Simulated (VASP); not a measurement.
## SnTe: single point with r2SCAN

SnTe:

```
CELL_PARAMETERS angstrom
0.00000 3.15650 3.15650
3.15650 0.00000 3.15650
3.15650 3.15650 0.00000
ATOMIC_POSITIONS crystal
Sn 0.50000 0.50000 0.50000
Te 0.00000 0.00000 0.00000
```

```yaml
Program: VASP 6.6.1
Task: single point
Functional: r2SCAN
Potentials_or_basis: VASP PAW PBE potentials, release 64 (Sn_d, Te)
Cutoff: 520 eV
k_mesh: 6 × 6 × 6
Occupations: gaussian, width 0.05 eV
Spin: no spin polarisation
Dipole_correction: no
Further_INCAR_settings: ALGO = Normal; EDIFF = 1e-06; NBANDS = 17
```

The pressure is 1.4 GPa and the band gap on the k mesh is 0.05 eV, direct.

Levels at points of the mesh, in eV from the valence-band top:
| k point | band 7 | band 8 | band 9 | band 10 | band 11 | band 12 | band 13 | band 14 |
| --- | --- | --- | --- | --- | --- | --- | --- | --- |
| (0.00, 0.00, 0.00) | -4.83 | -2.55 | -2.55 | -2.55 | 3.35 | 3.35 | 3.35 | 4.90 |
| (0.50, 0.00, 0.00) | -8.85 | -2.18 | -2.18 | 0.00 | 0.05 | 0.21 | 0.21 | 8.13 |
| (0.50, 0.50, 0.00) | -6.84 | -6.02 | -4.17 | -4.17 | 2.26 | 5.02 | 5.02 | 6.60 |

Run time: 74 s on 1 thread of AMD EPYC 9R45 (Zen 5) (shared host), peak memory 0.18 GiB.

Caveat: the PAW data sets were made with another functional, which shifts forces and pressure a little; spin-orbit coupling is left out, which moves the levels of the heavy elements. A k mesh can miss the band edges.
